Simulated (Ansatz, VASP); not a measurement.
# PtSe2 in VASP and in Ansatz

Contents of POSCAR:

```
PtSe2
1.0
    1.8457016943      1.0656163701      5.7607123488
   -1.8457016943      1.0656163701      5.7607123488
    0.0000000000     -2.1312327401      5.7607123488
Pt Se
1 2
Direct
    0.0000000000      0.0000000000      0.0000000000
    0.2567812158      0.2567812158      0.2567812158
    0.7432187842      0.7432187842      0.7432187842
```

File INCAR.step1:

```
SYSTEM = PtSe2
ALGO = Normal
EDIFF = 1E-4
ENCUT = 520
GGA = PE
ISMEAR = 0
LASPH = .True.
LCHARG = .False.
LREAL = .False.
LWAVE = .True.
NBANDS = 18
NELM = 100
PREC = Accurate
SIGMA = 0.01
```

INCAR.step2

```
SYSTEM = PtSe2
ALGO = Normal
EDIFF = 1E-6
ENCUT = 520
ISIF = 2
ISMEAR = 0
ISTART = 1
LASPH = .True.
LCHARG = .False.
LMIXTAU = .True.
LREAL = .False.
LWAVE = .False.
METAGGA = R2SCAN
NBANDS = 18
NELM = 100
PREC = Accurate
SIGMA = 0.01
```

The input KPOINTS:

```
k-points
0
Gamma
  8 8 8
  0 0 0
```

Input for Ansatz:

```yaml
crystal:
  lattice:
    - [1.8457016943, 1.0656163701, 5.7607123488]
    - [-1.8457016943, 1.0656163701, 5.7607123488]
    - [0.0, -2.1312327401, 5.7607123488]
  atoms:
    - { symbol: Pt, position: [0.0, 0.0, 0.0] }
    - { symbol: Se, position: [0.2567812158, 0.2567812158, 0.2567812158] }
    - { symbol: Se, position: [0.7432187842, 0.7432187842, 0.7432187842] }
kpoints:
  mp_grid: { grid: [8, 8, 8] }
  band_path:
    path:
      - [0.0, 0.0, 0.0]
      - [0.5, 0.5, 0.5]
      - [0.8105216083, 0.1894783917, 0.5]
      - [0.5, -0.1894783917, 0.1894783917]
      - [0.5, 0.0, 0.0]
      - [0.3447391958, -0.3447391958, 0.0]
      - [0.6552608042, 0.0, 0.3447391958]
      - [0.5, 0.0, 0.5]
      - [-0.046875, 0.005208, 0.041667]
      - [0.229167, 0.229167, 0.486979]
      - [0.25, 0.25, -0.5]
    npoints: 1
hamiltonian:
  xc: r2scan
scf:
  occupations: { method: fixed }
  n_extra_bands: 4
output:
  forces: true
  stress: true
  eigenvalues: true
```

Alike in both runs: task single point; functional r2SCAN; k mesh 8 × 8 × 8; no spin polarisation.

|  | VASP | Ansatz |
| --- | --- | --- |
| version | VASP 6.6.1 | Ansatz 0.2.0 |
| potentials or method | VASP PAW PBE potentials, release 64 (Pt, Se) | plane waves, PAW |
| plane-wave cutoff (eV) | 520 | 500 |
| occupations | gaussian, width 0.01 eV | fixed |
| valence electrons in the cell | 22 | 50 |

Ansatz gave:

| Quantity | Value |
| --- | --- |
| gap on the k mesh at the Fermi level (eV) | 0.52 |
| pressure (GPa) | 1.2 |
| traceless stress, the component that is largest in VASP (GPa) | -0.06 |
| rms of the force components (eV/Å) | 0.012 |

What did VASP give for the same quantities?

gap on the k mesh at the Fermi level (eV): 0.52; pressure (GPa): 1.3; traceless stress, the component that is largest in VASP (GPa): -0.10; rms of the force components (eV/Å): 0.007.

VASP's potentials were made for PBE, not for r2SCAN. Atom by atom the forces differ by 0.006 eV/Å (rms over components). VASP's potentials hold 22 valence electrons a cell and Ansatz's 50, so a difference there can come from the potentials and not from the codes.

Neither program's run includes spin-orbit coupling.
